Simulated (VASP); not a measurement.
A run of VASP 6.6.1 is set up as follows.

File POSCAR:

```
Si2W
1.0
   -1.6056465504      1.6056465504      3.9023080979
    1.6056465504     -1.6056465504      3.9023080979
    1.6056465504      1.6056465504     -3.9023080979
Si W
2 1
Direct
    0.3348248949      0.3348248949      0.0000000000
    0.6651751051      0.6651751051      0.0000000000
    0.0000000000      0.0000000000      0.0000000000
```

INCAR.step1

```
SYSTEM = Si2W
PREC = Accurate
ENCUT = 520
ISMEAR = 0
SIGMA = 0.1
LREAL = .FALSE.
LASPH = .TRUE.
NELM = 100
NBANDS = 18
GGA = PE
ALGO = Normal
EDIFF = 1E-4
LWAVE = .TRUE.
LCHARG = .FALSE.
```

INCAR.step2

```
SYSTEM = Si2W
PREC = Accurate
ENCUT = 520
EDIFF = 1E-7
ISMEAR = 0
SIGMA = 0.1
LREAL = .FALSE.
LASPH = .TRUE.
NELM = 100
ALGO = Normal
ISIF = 2
LWAVE = .FALSE.
LCHARG = .TRUE.
METAGGA = R2SCAN
LMIXTAU = .TRUE.
LELF = .TRUE.
LVHAR = .TRUE.
NBANDS = 18
ISTART = 1
```

KPOINTS

```
Automatic mesh
0
G
  18 18 18
  0 0 0
```

Potentials or basis: VASP PAW PBE potentials, release 64 (Si, W_sv).

Command:

```bash
$ cat potpaw_PBE.64/Si/POTCAR potpaw_PBE.64/W_sv/POTCAR > POTCAR
$ cp INCAR.step1 INCAR
$ mpirun -np 1 vasp_std > vasp.out
$ cp INCAR.step2 INCAR
$ mpirun -np 1 vasp_std > vasp.out
```

Q: Predict the pressure.

A: 0.3 GPa.

Q: Estimate the band gap on the k mesh.

A: Zero (bands 11 and 12 overlap by 1.30 eV).

Q: Predict the largest force.

A: 0.009 eV/Å.

Forces in eV/Å, atoms in the order of the input:
```
Si   0.000  0.000 -0.009
Si   0.000  0.000  0.009
W    0.000  0.000  0.000
```

Caveat: the PAW data sets were made with another functional, which shifts forces and pressure a little; spin-orbit coupling is left out, which moves the levels of the heavy elements.
